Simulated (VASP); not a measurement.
# InP (F-43m) in VASP: notebook

The runs below take InP through single point, with PBE.

All numbers are computed with VASP 6.6.1; they aren't measurements. Logs are shortened: lines on timing, memory, paths and dates and some standing lists are left out, and cuts for length are marked.

### Step 1. The cell of the first run

The structure is cubic, space group F-43m (No. 216). Conventional cell: a = 5.934 Å, b = 5.934 Å, c = 5.934 Å, α = 90.00°, β = 90.00°, γ = 90.00°. In (site symmetry -43m) has 4 P at 2.57 Å within 3.4 Å. Within 3.4 Å of P (site symmetry -43m) lie 4 In at 2.57 Å.

### Step 2. Single point, PBE

Input file INCAR:

```
SYSTEM = InP
PREC = Accurate
ENCUT = 500
EDIFF = 1E-6
ISMEAR = 0
SIGMA = 0.01
LREAL = .FALSE.
LASPH = .TRUE.
NELM = 120
ALGO = Normal
ISIF = 2
LWAVE = .FALSE.
LCHARG = .FALSE.
GGA = PE
NBANDS = 16
GGA_COMPAT = .FALSE.
```

Input file KPOINTS:

```
regular mesh
0
G
  2 2 2
  0 0 0
```

Input file POSCAR:

```
InP
1.0
    0.0000000000      2.9670733100      2.9670733100
    2.9670733100      0.0000000000      2.9670733100
    2.9670733100      2.9670733100      0.0000000000
In P
1 1
Direct
    0.0000000000      0.0000000000      0.0000000000
    0.2500000000      0.2500000000      0.2500000000
```

Potentials or basis: VASP PAW PBE potentials, release 64 (In_d, P).

Started as:

```sh
$ cat potpaw_PBE.64/In_d/POTCAR potpaw_PBE.64/P/POTCAR > POTCAR
$ mpirun -np 1 vasp_std > vasp.out
```

OUTCAR:

```text
SYSTEM = InP
   PREC = Accurate
   ENCUT = 500
   EDIFF = 1E-6
   ISMEAR = 0
   LREAL = .FALSE.
   LASPH = .TRUE.
   NELM = 120
   ISIF = 2
   GGA = PE

 ion  position               nearest neighbor table
   1  0.000  0.000  0.000-   2 2.57   2 2.57   2 2.57   2 2.57
   2  0.250  0.250  0.250-   1 2.57   1 2.57   1 2.57   1 2.57

  LATTYP: Found a face centered cubic cell.
 ALAT       =     5.9341466200

  Lattice vectors:

 A1 = (   0.0000000000,   2.9670733100,   2.9670733100)
 A2 = (   2.9670733100,   0.0000000000,   2.9670733100)
 A3 = (   2.9670733100,   2.9670733100,   0.0000000000)

Analysis of symmetry for initial positions (statically):
=====================================================================
 Subroutine PRICEL returns:
 Original cell was already a primitive cell.

 Routine SETGRP: Setting up the symmetry group for a
 face centered cubic supercell.

 Subroutine GETGRP returns: Found 24 space group operations
 (whereof 24 operations were pure point group operations)
 out of a pool of 48 trial point group operations.

The static configuration has the point symmetry T_d .

Analysis of symmetry for dynamics (positions and initial velocities):
=====================================================================
 Subroutine PRICEL returns:
 Original cell was already a primitive cell.

 Routine SETGRP: Setting up the symmetry group for a
 face centered cubic supercell.

 Subroutine GETGRP returns: Found 24 space group operations
 (whereof 24 operations were pure point group operations)
 out of a pool of 48 trial point group operations.

The dynamic configuration has the point symmetry T_d .

 Subroutine INISYM returns: Found 24 space group operations
 (whereof 24 operations are pure point group operations),
 and found     1 'primitive' translations

----------------------------------------------------------------------------------------

                                     Primitive cell

  volume of cell :      52.2414

  direct lattice vectors                    reciprocal lattice vectors
     0.000000000  2.967073310  2.967073310    -0.168516227  0.168516227  0.168516227
     2.967073310  0.000000000  2.967073310     0.168516227 -0.168516227  0.168516227
     2.967073310  2.967073310  0.000000000     0.168516227  0.168516227 -0.168516227

  length of vectors
[... 58 lines left out ...]
   ENCUT  =  500.0 eV  36.75 Ry    6.06 a.u.   7.65  7.65  7.65*2*pi/ulx,y,z
   NELM   =    120;   NELMIN=  2; NELMDL= -5     # of ELM steps
   EDIFF  = 0.1E-05   stopping-criterion for ELM
   LREAL  =      F    real-space projection
   EDIFFG = 0.1E-04   stopping-criterion for IOM
   NSW    =      0    number of steps for IOM
   IBRION =     -1    ionic relax: 0-MD 1-quasi-New 2-CG
   NFREE  =      0    steps in history (QN), initial steepest desc. (CG)
   ISIF   =      2    stress and relaxation
   ISYM   =      2    0-nonsym 1-usesym 2-fastsym
   POTIM  = 0.5000    time-step for ionic-motion
   TEBEG  =    0.0;   TEEND  =   0.0 temperature during run
   PSTRESS=    0.0 pullay stress
   NELECT =      18.0000    total number of electrons
   NUPDOWN=      -1.0000    fix difference up-down
   EMIN   =  10.00;   EMAX   =-10.00  energy-range for DOS
   EFERMI =   0.00;   METHOD = LEGACY
   ISMEAR =     0;   SIGMA  =   0.01  broadening in eV -4-tet -1-fermi 0-gaus
   EFERMI_NEDOS =   21; number of points for ismear=-14 and -15
   IALGO  =     38    algorithm
   IMIX   =      4    mixing-type and parameters
     AMIX     =   0.40;   BMIX     =  1.00
     AMIX_MAG =   1.60;   BMIX_MAG =  1.00
  volume/ion in A,a.u.               =      26.12       176.27
  Fermi-wavevector in a.u.,A,eV,Ry     =   1.147697  2.168834 17.921720  1.317209
  Thomas-Fermi vector in A             =   2.284376
   LORBIT       =      0    0 simple, 1 ext, 2 COOP (PROOUT), +10 PAW based schemes
   GGA     = PE    functional components
   LHFCALC =     F    Hartree Fock is set to
   AEXX    =    0.0000 exact exchange contribution
   IVDW    =     0    specifies the selected vdW correction
   LEPSILON=     F    determine dielectric tensor
   LRPA    =     F    only Hartree local field effects (RPA)
 non-spin polarized calculation
 Gauss-broadening in eV      SIGMA  =   0.01
  energy-cutoff  :      500.00
  volume of cell :       52.24
 maximum number of plane-waves:      1363
 NGX is ok and might be reduce to    32
   NGX = 15   NGY = 15   NGZ = 15

 number of electron      18.0000007 magnetization

 Free energy of the ion-electron system (eV)
  ---------------------------------------------------
  ext. energy  EPLUGINS =         0.00000000
  ---------------------------------------------------
  free energy    TOTEN  =        -6.63068840 eV

  energy without entropy =       -6.63068840  energy(sigma->0) =       -6.63068840

 E-fermi :   5.2216     XC(G=0):  -8.9367

 val. band max:        5.1674790364   @ k =   0.0000   0.0000   0.0000
 cond. band min:       5.5645352851   @ k =   0.0000   0.0000   0.0000
 fundamental gap:      0.3970562487
 Fermi energy:         5.2216034268

 k-point     1 :       0.0000    0.0000    0.0000
  band No.  band energies     occupation
      1      -9.3713      2.00000
      2      -9.3713      2.00000
      3      -9.3713      2.00000
      4      -9.2542      2.00000
      5      -9.2542      2.00000
      6      -6.1443      2.00000
[... 34 lines left out ...]
      3      -9.2830      2.00000
      4      -9.2830      2.00000
      5      -9.2241      2.00000
      6      -3.8465      2.00000
[... 8 lines left out ...]
     15      15.7461      0.00000
     16      16.7735      0.00000

------------------------ aborting loop because EDIFF is reached ----------------------------------------

  FORCE on cell =-STRESS in cart. coord.  units (eV):
  Direction    XX          YY          ZZ          XY          YZ          ZX
  --------------------------------------------------------------------------------------
  -------------------------------------------------------------------------------------
  Total        1.4217396      1.4217396      1.4217396      0.0000000     -0.0000000     -0.0000000
  in kB       43.6029455     43.6029455     43.6029455      0.0000000     -0.0000000     -0.0000000
  external PRESSURE =      43.6029455 kB  Pullay stress =       0.0000000 kB

 VOLUME and BASIS-vectors are now :
 -----------------------------------------------------------------------------
  energy-cutoff  :      500.00
  volume of cell :       52.24
      direct lattice vectors                 reciprocal lattice vectors
     0.000000000  2.967073310  2.967073310    -0.168516227  0.168516227  0.168516227
     2.967073310  0.000000000  2.967073310     0.168516227 -0.168516227  0.168516227
     2.967073310  2.967073310  0.000000000     0.168516227  0.168516227 -0.168516227

 POSITION                                       TOTAL-FORCE (eV/Angst)
 -----------------------------------------------------------------------------------
      0.00000      0.00000      0.00000         0.000000     -0.000000     -0.000000
      1.48354      1.48354      1.48354         0.000000      0.000000      0.000000
 -----------------------------------------------------------------------------------
    total drift:                               -0.000000     -0.000000     -0.000000

  FREE ENERGIE OF THE ION-ELECTRON SYSTEM (eV)
  ---------------------------------------------------
  free  energy   TOTEN  =        -6.6306883979 eV

  energy  without entropy=       -6.6306883979  energy(sigma->0) =       -6.63068840
```

stdout:

```text
POSCAR found type information on POSCAR InP
 POSCAR found :  2 types and       2 ions
 scaLAPACK will be used
 LDA part: xc-table for (Slater+PW92), standard interpolation
 POSCAR, INCAR and KPOINTS ok, starting setup
 FFT: planning ... GRIDC
 FFT: planning ... GRID_SOFT
 FFT: planning ... GRID
 WAVECAR not read
 entering main loop
```

It took 9 s on 1 thread of AMD EPYC 7R13, shared host; peak memory 0.14 GiB.

Results:

```yaml
Free_energy: -6.6307 eV
Pressure: 4.4 GPa
Band_gap_on_the_k_mesh: 0.40 eV, direct
```

Levels at points of the mesh, in eV from the valence-band top:
| k point | band 7 | band 8 | band 9 | band 10 | band 11 | band 12 |
| --- | --- | --- | --- | --- | --- | --- |
| (0.00, 0.00, 0.00) | 0.00 | 0.00 | 0.00 | 0.40 | 3.82 | 3.82 |
| (0.50, 0.00, 0.00) | -5.72 | -0.97 | -0.97 | 1.24 | 4.56 | 4.56 |
| (0.50, 0.50, 0.00) | -5.81 | -2.29 | -2.29 | 1.61 | 2.10 | 9.02 |

Caveat: the k points lie up to 0.92 Å⁻¹ apart; spin-orbit coupling is left out, which moves the levels of the heavy elements.

### Step 3. Single point, PBE

Input file INCAR:

```
PREC     = Accurate       # precision mode
ENCUT    = 500            # plane-wave cutoff, eV
EDIFF    = 1E-6           # SCF threshold, eV
ISMEAR   = 0              # smearing method
SIGMA    = 0.01           # smearing width, eV
LREAL    = False          # projectors in reciprocal space
LASPH    = True           # aspherical terms in the spheres
NELM     = 120            # most SCF steps
ALGO     = Normal         # electronic algorithm
ISIF     = 2              # what is computed and relaxed
LWAVE    = False          # write WAVECAR
LCHARG   = False          # write CHGCAR
GGA      = PE             # functional
NBANDS   = 16             # bands
GGA_COMPAT= False
```

Input file KPOINTS:

```
regular mesh
0
Gamma
  2 2 2
```

POSCAR is that of step 2.

Potentials or basis: VASP PAW PBE potentials, release 64 (In_d, P).

Started as:

```sh
$ cat potpaw_PBE.64/In_d/POTCAR potpaw_PBE.64/P/POTCAR > POTCAR
$ mpirun -np 1 vasp_std > vasp.out
```

Wall time 10 s (1 thread of AMD EPYC 7R13, shared host); peak memory 0.14 GiB.

The run converged. Its results:

* Free energy: -6.6307 eV
* Pressure: 4.4 GPa
* Band gap on the k mesh: 0.40 eV, direct

Levels at points of the mesh, in eV from the valence-band top:
| k point | band 6 | band 7 | band 8 | band 9 | band 10 | band 11 | band 12 | band 13 |
| --- | --- | --- | --- | --- | --- | --- | --- | --- |
| (0.00, 0.00, 0.00) | -11.31 | 0.00 | 0.00 | 0.00 | 0.40 | 3.82 | 3.82 | 3.82 |
| (0.50, 0.00, 0.00) | -9.67 | -5.72 | -0.97 | -0.97 | 1.24 | 4.56 | 4.56 | 6.95 |
| (0.50, 0.50, 0.00) | -9.01 | -5.81 | -2.29 | -2.29 | 1.61 | 2.10 | 9.02 | 9.19 |

Caveat: the k points lie up to 0.92 Å⁻¹ apart; spin-orbit coupling is left out, which moves the levels of the heavy elements.

### Step 4. Single point, PBE

This run uses another cell than the first one, of 23.16 Å³/atom, 0.887 times its volume.

Input file INCAR:

```
SYSTEM = InP
PREC = Accurate
ENCUT = 500
EDIFF = 1E-6
ISMEAR = 0
SIGMA = 0.01
LREAL = .FALSE.
LASPH = .TRUE.
NELM = 120
ALGO = Normal
ISIF = 2
LWAVE = .FALSE.
LCHARG = .FALSE.
GGA = PE
NBANDS = 16
GGA_COMPAT = .FALSE.
```

Input file KPOINTS:

```
Automatic mesh
0
G
  3 3 3
  0 0 0
```

Input file POSCAR:

```
InP
1.0
    0.0000000000      2.8505955800      2.8505955800
    2.8505955800      0.0000000000      2.8505955800
    2.8505955800      2.8505955800      0.0000000000
In P
1 1
Direct
    0.0000000000      0.0000000000      0.0000000000
    0.2500000000      0.2500000000      0.2500000000
```

Started as:

```sh
$ cat potpaw_PBE.64/In_d/POTCAR potpaw_PBE.64/P/POTCAR > POTCAR
$ mpirun -np 1 vasp_std > vasp.out
```

Run time: 10 s. Hardware: 1 thread of AMD EPYC 7R13, shared host; peak memory 0.13 GiB.

It converged, with:

```
Free energy            : -7.7895 eV
Pressure               : 11.8 GPa
Band gap on the k mesh : 1.13 eV, direct
```

Levels at points of the mesh, in eV from the valence-band top:
```
           k point  band 7  band 8  band 9  band 10  band 11  band 12
(0.00, 0.00, 0.00)    0.00    0.00    0.00     1.13     3.99     3.99
```

Caveat: the k points lie up to 0.64 Å⁻¹ apart; spin-orbit coupling is left out, which moves the levels of the heavy elements.
